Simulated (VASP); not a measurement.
Input of a VASP 6.6.1 run:

File INCAR:

```
  ALGO = Normal
  EDIFF = 1E-8
  ENCUT = 520
  GGA = PE
  ISIF = 2
  ISMEAR = -1
  LASPH = True
  LCHARG = False
  LEFG = True
  LREAL = False
  LWAVE = False
  NBANDS = 28
  NELM = 80
  PREC = Accurate
  SIGMA = 0.05
```

KPOINTS

```
k-points
0
Gamma
  8 8 8
```

The input POSCAR:

```
BaTiO3
1.0
    3.9841000000      0.0000000000      0.0000000000
    0.0000000000      2.8370500000      2.8458000000
    0.0000000000     -2.8370500000      2.8458000000
Ba Ti O
1 1 3
Direct
    0.0000000000      0.0000000000      0.0000000000
    0.5000000000      0.5079000000      0.5079000000
    0.0000000000      0.4921000000      0.4921000000
    0.5000000000      0.5025100000      0.9937100000
    0.5000000000      0.9937100000      0.5025100000
```

Potentials or basis: VASP PAW PBE potentials, release 64 (Ba_sv, Ti_sv, O).

Launch:

```sh
$ cat potpaw_PBE.64/Ba_sv/POTCAR potpaw_PBE.64/Ti_sv/POTCAR potpaw_PBE.64/O/POTCAR > POTCAR
$ mpirun -np 1 vasp_std > vasp.out
```

Question: Predict the band gap on the k mesh.

Answer: 1.79 eV, indirect (least direct gap 1.97 eV).

Question: What does it give for the largest force?

Answer: 0.181 eV/Å.

Stress tensor (GPa, compression positive):
```
4.39 0.00 0.00
0.00 3.70 0.00
0.00 0.00 2.98
```

Caveat: without QUAD_EFG the Cq values of the log hold for a quadrupole moment of 1 mb, not for the nuclei; spin-orbit coupling is left out, which moves the levels of the heavy elements. As with any semilocal functional, this PBE gap is likely too small.
